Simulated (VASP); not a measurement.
# KF (Fm-3m) in VASP: further runs

Aim: see how the results for KF move with the level of theory and the settings. Levels: PBE, PBEsol, PBE+D3(BJ), revPBE. Tasks: single point.

Program: VASP 6.6.1. These are calculated values, not measurements. Logs are shortened: lines on timing, memory, paths and dates and some standing lists are left out, and cuts for length are marked.

## Step 1: The cell of the first run

Symmetry: Fm-3m, No. 225, cubic system. The conventional cell has a = 5.309 Å, b = 5.309 Å, c = 5.309 Å, α = 90.00°, β = 90.00°, γ = 90.00°. K (site symmetry m-3m) has 6 F at 2.65 Å within 3.5 Å. Within 3.5 Å of F (site symmetry m-3m) lie 6 K at 2.65 Å.

## Step 2: Single point, PBE

The input, INCAR:

```
SYSTEM = KF
PREC = Accurate ; ENCUT = 520
EDIFF = 1E-6 ; ISMEAR = 0
SIGMA = 0.1 ; LREAL = .False.
LASPH = .True. ; NELM = 80
ALGO = Normal ; ISIF = 2
LWAVE = .False. ; LCHARG = .True.
GGA = PE ; LELF = .True.
LVHAR = .True. ; NBANDS = 15
```

The input, KPOINTS:

```
Automatic mesh
0
Gamma
  4 4 4
  0 0 0
```

The input, POSCAR:

```
KF
1.0
    0.0000000000      2.6544134050      2.6544134050
    2.6544134050      0.0000000000      2.6544134050
    2.6544134050      2.6544134050      0.0000000000
K F
1 1
Direct
    0.0000000000      0.0000000000      0.0000000000
    0.5000000000      0.5000000000      0.5000000000
```

Potentials or basis: VASP PAW PBE potentials, release 64 (K_sv, F).

The run is started by

```bash
$ cat potpaw_PBE.64/K_sv/POTCAR potpaw_PBE.64/F/POTCAR > POTCAR
$ mpirun -np 1 vasp_std > vasp.out
```

OUTCAR:

```text
SYSTEM = KF
   PREC = Accurate
   ENCUT = 520
   EDIFF = 1E-6
   ISMEAR = 0
   LREAL = .False.
   LASPH = .True.
   NELM = 80
   ISIF = 2
   GGA = PE

 ion  position               nearest neighbor table
   1  0.000  0.000  0.000-   2 2.65   2 2.65   2 2.65   2 2.65   2 2.65   2 2.65
   2  0.500  0.500  0.500-   1 2.65   1 2.65   1 2.65   1 2.65   1 2.65   1 2.65

  LATTYP: Found a face centered cubic cell.
 ALAT       =     5.3088268100

  Lattice vectors:

 A1 = (   0.0000000000,   2.6544134050,   2.6544134050)
 A2 = (   2.6544134050,   0.0000000000,   2.6544134050)
 A3 = (   2.6544134050,   2.6544134050,   0.0000000000)

Analysis of symmetry for initial positions (statically):
=====================================================================
 Subroutine PRICEL returns:
 Original cell was already a primitive cell.

 Routine SETGRP: Setting up the symmetry group for a
 face centered cubic supercell.

 Subroutine GETGRP returns: Found 48 space group operations
 (whereof 48 operations were pure point group operations)
 out of a pool of 48 trial point group operations.

The static configuration has the point symmetry O_h .

Analysis of symmetry for dynamics (positions and initial velocities):
=====================================================================
 Subroutine PRICEL returns:
 Original cell was already a primitive cell.

 Routine SETGRP: Setting up the symmetry group for a
 face centered cubic supercell.

 Subroutine GETGRP returns: Found 48 space group operations
 (whereof 48 operations were pure point group operations)
 out of a pool of 48 trial point group operations.

The dynamic configuration has the point symmetry O_h .

 Subroutine INISYM returns: Found 48 space group operations
 (whereof 48 operations are pure point group operations),
 and found     1 'primitive' translations

----------------------------------------------------------------------------------------

                                     Primitive cell

  volume of cell :      37.4055

  direct lattice vectors                    reciprocal lattice vectors
     0.000000000  2.654413405  2.654413405    -0.188365535  0.188365535  0.188365535
     2.654413405  0.000000000  2.654413405     0.188365535 -0.188365535  0.188365535
     2.654413405  2.654413405  0.000000000     0.188365535  0.188365535 -0.188365535

  length of vectors
     3.753907437  3.753907437  3.753907437     0.326258676  0.326258676  0.326258676

  position of ions in fractional coordinates (direct lattice)
     0.000000000  0.000000000  0.000000000
     0.500000000  0.500000000  0.500000000

  ion indices of the primitive-cell ions
   primitive index   ion index
                 1           1
                 2           2

----------------------------------------------------------------------------------------

 KPOINTS: Automatic mesh

Automatic generation of k-mesh.
 Grid dimensions read from file:
 generate k-points for:    4    4    4

 Generating k-lattice:

  Cartesian coordinates                     Fractional coordinates (reciprocal lattice)
    -0.047091384  0.047091384  0.047091384     0.250000000  0.000000000  0.000000000
     0.047091384 -0.047091384  0.047091384     0.000000000  0.250000000  0.000000000
     0.047091384  0.047091384 -0.047091384     0.000000000  0.000000000  0.250000000

  Length of vectors
     0.081564669  0.081564669  0.081564669

  Shift w.r.t. Gamma in fractional coordinates (k-lattice)
     0.000000000  0.000000000  0.000000000

 Subroutine IBZKPT returns following result:
 ===========================================

 Found      8 irreducible k-points:

 Following reciprocal coordinates:
            Coordinates               Weight
  0.000000  0.000000  0.000000      1.000000
  0.250000  0.000000  0.000000      8.000000
  0.500000  0.000000  0.000000      4.000000
  0.250000  0.250000  0.000000      6.000000
  0.500000  0.250000  0.000000     24.000000
 -0.250000  0.250000  0.000000     12.000000
  0.500000  0.500000  0.000000      3.000000
 -0.250000  0.500000  0.250000      6.000000
   k-points           NKPTS =      8   k-points in BZ     NKDIM =      8   number of bands    NBANDS=     15
   number of dos      NEDOS =    301   number of ions     NIONS =      2
   total plane-waves  NPLWV =  21952
   dimension x,y,z NGX =    28 NGY =   28 NGZ =   28
   dimension x,y,z NGXF=    56 NGYF=   56 NGZF=   56
   ions per type =               1   1
   NGX,Y,Z   is equivalent  to a cutoff of  12.40, 12.40, 12.40 a.u.
   NGXF,Y,Z  is equivalent  to a cutoff of  24.80, 24.80, 24.80 a.u.
 SYSTEM =  KF
   PREC   = accura    normal or accurate (medium, high low for compatibility)
   ISTART =      0    job   : 0-new  1-cont  2-samecut
   ICHARG =      2    charge: 1-file 2-atom 10-const
   ISPIN  =      1    spin polarized calculation?
   LNONCOLLINEAR =      F non collinear calculations
   LSORBIT =      F    spin-orbit coupling
   LASPH  =      T    aspherical Exc in radial PAW
   ENCUT  =  520.0 eV  38.22 Ry    6.18 a.u.   6.98  6.98  6.98*2*pi/ulx,y,z
   NELM   =     80;   NELMIN=  2; NELMDL= -5     # of ELM steps
   EDIFF  = 0.1E-05   stopping-criterion for ELM
   LREAL  =      F    real-space projection
   EDIFFG = 0.1E-04   stopping-criterion for IOM
   NSW    =      0    number of steps for IOM
   IBRION =     -1    ionic relax: 0-MD 1-quasi-New 2-CG
   NFREE  =      0    steps in history (QN), initial steepest desc. (CG)
   ISIF   =      2    stress and relaxation
   ISYM   =      2    0-nonsym 1-usesym 2-fastsym
   POTIM  = 0.5000    time-step for ionic-motion
   TEBEG  =    0.0;   TEEND  =   0.0 temperature during run
   PSTRESS=    0.0 pullay stress
   NELECT =      16.0000    total number of electrons
   NUPDOWN=      -1.0000    fix difference up-down
   EMIN   =  10.00;   EMAX   =-10.00  energy-range for DOS
   EFERMI =   0.00;   METHOD = LEGACY
   ISMEAR =     0;   SIGMA  =   0.10  broadening in eV -4-tet -1-fermi 0-gaus
   EFERMI_NEDOS =   21; number of points for ismear=-14 and -15
   IALGO  =     38    algorithm
   IMIX   =      4    mixing-type and parameters
     AMIX     =   0.40;   BMIX     =  1.00
     AMIX_MAG =   1.60;   BMIX_MAG =  1.00
  volume/ion in A,a.u.               =      18.70       126.21
  Fermi-wavevector in a.u.,A,eV,Ry     =   1.233492  2.330962 20.701292  1.521502
  Thomas-Fermi vector in A             =   2.368220
   LORBIT       =      0    0 simple, 1 ext, 2 COOP (PROOUT), +10 PAW based schemes
   GGA     = PE    functional components
   LHFCALC =     F    Hartree Fock is set to
   AEXX    =    0.0000 exact exchange contribution
   IVDW    =     0    specifies the selected vdW correction
   LEPSILON=     F    determine dielectric tensor
   LRPA    =     F    only Hartree local field effects (RPA)
 non-spin polarized calculation
 Gauss-broadening in eV      SIGMA  =   0.10
  energy-cutoff  :      520.00
  volume of cell :       37.41
 maximum number of plane-waves:      1036
   NGX = 13   NGY = 13   NGZ = 13

 number of electron      16.0000012 magnetization

 Free energy of the ion-electron system (eV)
  ---------------------------------------------------
  ext. energy  EPLUGINS =         0.00000000
  ---------------------------------------------------
  free energy    TOTEN  =        -8.28087227 eV

  energy without entropy =       -8.28087227  energy(sigma->0) =       -8.28087227

 E-fermi :  -2.2725     XC(G=0):  -8.4932

 val. band max:       -2.7507357438   @ k =   0.0000   0.0000   0.0000
 cond. band min:       3.5188191797   @ k =   0.0000   0.0000   0.0000
 fundamental gap:      6.2695549235
 Fermi energy:        -2.2725432914

 k-point     1 :       0.0000    0.0000    0.0000
  band No.  band energies     occupation
      1     -28.8349      2.00000
      2     -21.4175      2.00000
      3     -12.0705      2.00000
      4     -12.0705      2.00000
      5     -12.0705      2.00000
      6      -2.7507      2.00000
      7      -2.7507      2.00000
      8      -2.7507      2.00000
      9       3.5188      0.00000
     10       7.9826      0.00000
     11       7.9826      0.00000
     12       7.9826      0.00000
     13       9.6808      0.00000
     14       9.6808      0.00000
     15      14.3194      0.00000

 k-point     2 :       0.2500    0.0000    0.0000
  band No.  band energies     occupation
      1     -28.7833      2.00000
      2     -21.4663      2.00000
      3     -12.2146      2.00000
      4     -12.0896      2.00000
      5     -12.0896      2.00000
      6      -3.2001      2.00000
      7      -2.9363      2.00000
      8      -2.9363      2.00000
      9       5.0521      0.00000
     10       7.4012      0.00000
     11       8.7277      0.00000
     12       8.7277      0.00000
     13      10.2928      0.00000
     14      10.2928      0.00000
     15      16.1053      0.00000

 k-point     3 :       0.5000    0.0000    0.0000
  band No.  band energies     occupation
      1     -28.7308      2.00000
      2     -21.5162      2.00000
      3     -12.3558      2.00000
      4     -12.1082      2.00000
      5     -12.1082      2.00000
      6      -3.5651      2.00000
      7      -3.1139      2.00000
      8      -3.1139      2.00000
      9       6.3998      0.00000
     10       8.0029      0.00000
     11       9.4146      0.00000
     12       9.4146      0.00000
     13      11.6800      0.00000
     14      11.6800      0.00000
     15      13.6059      0.00000
[... 55 lines left out ...]
 k-point     7 :       0.5000    0.5000    0.0000
  band No.  band energies     occupation
      1     -28.7085      2.00000
      2     -21.4389      2.00000
      3     -12.6630      2.00000
      4     -12.2945      2.00000
      5     -12.2945      2.00000
      6      -2.9532      2.00000
      7      -2.8035      2.00000
      8      -2.8035      2.00000
      9       5.4655      0.00000
     10       7.6625      0.00000
     11       9.2197      0.00000
     12      10.9661      0.00000
     13      11.5995      0.00000
     14      11.5995      0.00000
     15      13.3048      0.00000

 k-point     8 :      -0.2500    0.5000    0.2500
  band No.  band energies     occupation
      1     -28.7053      2.00000
      2     -21.4664      2.00000
      3     -12.4812      2.00000
      4     -12.4812      2.00000
      5     -12.1606      2.00000
      6      -3.1697      2.00000
      7      -2.9094      2.00000
      8      -2.9094      2.00000
      9       7.0488      0.00000
     10       7.0488      0.00000
     11       8.5589      0.00000
     12      10.8021      0.00000
     13      11.6088      0.00000
     14      12.3707      0.00000
     15      13.5747      0.00000

------------------------ aborting loop because EDIFF is reached ----------------------------------------

  FORCE on cell =-STRESS in cart. coord.  units (eV):
  Direction    XX          YY          ZZ          XY          YZ          ZX
  --------------------------------------------------------------------------------------
  -------------------------------------------------------------------------------------
  Total        0.5054399      0.5054399      0.5054399     -0.0000000      0.0000000      0.0000000
  in kB       21.6493302     21.6493302     21.6493302     -0.0000000      0.0000000      0.0000000
  external PRESSURE =      21.6493302 kB  Pullay stress =       0.0000000 kB

 VOLUME and BASIS-vectors are now :
 -----------------------------------------------------------------------------
  energy-cutoff  :      520.00
  volume of cell :       37.41
      direct lattice vectors                 reciprocal lattice vectors
     0.000000000  2.654413405  2.654413405    -0.188365535  0.188365535  0.188365535
     2.654413405  0.000000000  2.654413405     0.188365535 -0.188365535  0.188365535
     2.654413405  2.654413405  0.000000000     0.188365535  0.188365535 -0.188365535

 POSITION                                       TOTAL-FORCE (eV/Angst)
 -----------------------------------------------------------------------------------
      0.00000      0.00000      0.00000         0.000000      0.000000      0.000000
      2.65441      2.65441      2.65441        -0.000000     -0.000000     -0.000000
 -----------------------------------------------------------------------------------
    total drift:                                0.000000      0.000000      0.000000

  FREE ENERGIE OF THE ION-ELECTRON SYSTEM (eV)
  ---------------------------------------------------
  free  energy   TOTEN  =        -8.2808722662 eV

  energy  without entropy=       -8.2808722662  energy(sigma->0) =       -8.28087227
```

It took 4 s on 1 thread of Intel Xeon 6975P-C (Granite Rapids), shared host; peak memory 0.15 GiB.

Results:

| Quantity | Value |
| --- | --- |
| Free energy | -8.2809 eV |
| Pressure | 2.2 GPa |
| Band gap on the k mesh | 6.27 eV, direct |

Levels at points of the mesh, in eV from the valence-band top:
| k point | band 4 | band 5 | band 6 | band 7 | band 8 | band 9 | band 10 | band 11 | band 12 | band 13 |
| --- | --- | --- | --- | --- | --- | --- | --- | --- | --- | --- |
| (0.00, 0.00, 0.00) | -9.32 | -9.32 | 0.00 | 0.00 | 0.00 | 6.27 | 10.73 | 10.73 | 10.73 | 12.43 |
| (0.50, 0.00, 0.00) | -9.36 | -9.36 | -0.81 | -0.36 | -0.36 | 9.15 | 10.75 | 12.17 | 12.17 | 14.43 |
| (0.50, 0.50, 0.00) | -9.54 | -9.54 | -0.20 | -0.05 | -0.05 | 8.22 | 10.41 | 11.97 | 13.72 | 14.35 |

Caveat: the k points lie up to 0.51 Å⁻¹ apart. A hybrid or GW would open this gap; PBE tends to underestimate it.

## Step 3: Single point, PBEsol

The input, INCAR:

```
PREC = Accurate
ENCUT = 520
EDIFF = 1E-6
ISMEAR = 0
SIGMA = 0.1
LREAL = False
LASPH = True
NELM = 100
ALGO = Normal
ISIF = 2
LWAVE = False
LCHARG = True
GGA = PS
LELF = True
LVHAR = True
NBANDS = 15
```

The input, KPOINTS:

```
Automatic mesh
0
Gamma
  6 6 6
```

POSCAR is that of step 2.

Potentials or basis: VASP PAW PBE potentials, release 64 (K_sv, F).

The run is started by

```bash
$ cat potpaw_PBE.64/K_sv/POTCAR potpaw_PBE.64/F/POTCAR > POTCAR
$ mpirun -np 1 vasp_std > vasp.out
```

Run time: 6.4 s. Hardware: 1 thread of Intel Xeon 6975P-C (Granite Rapids), shared host; peak memory 0.15 GiB.

Results (log left out):

```yaml
Free_energy: -8.5201 eV
Pressure: 0.0 GPa
Band_gap_on_the_k_mesh: 6.13 eV, direct
```

Levels at points of the mesh, in eV from the valence-band top:
```
           k point  band 6  band 7  band 8  band 9  band 10  band 11
(0.00, 0.00, 0.00)    0.00    0.00    0.00    6.13    10.69    10.69
(0.50, 0.00, 0.00)   -0.84   -0.37   -0.37    9.05    10.60    12.14
(0.50, 0.50, 0.00)   -0.20   -0.05   -0.05    8.11    10.34    11.81
```

Caveat: the PAW data sets were made with another functional, which shifts forces and pressure a little.

(Continued in part 2 of 2.)
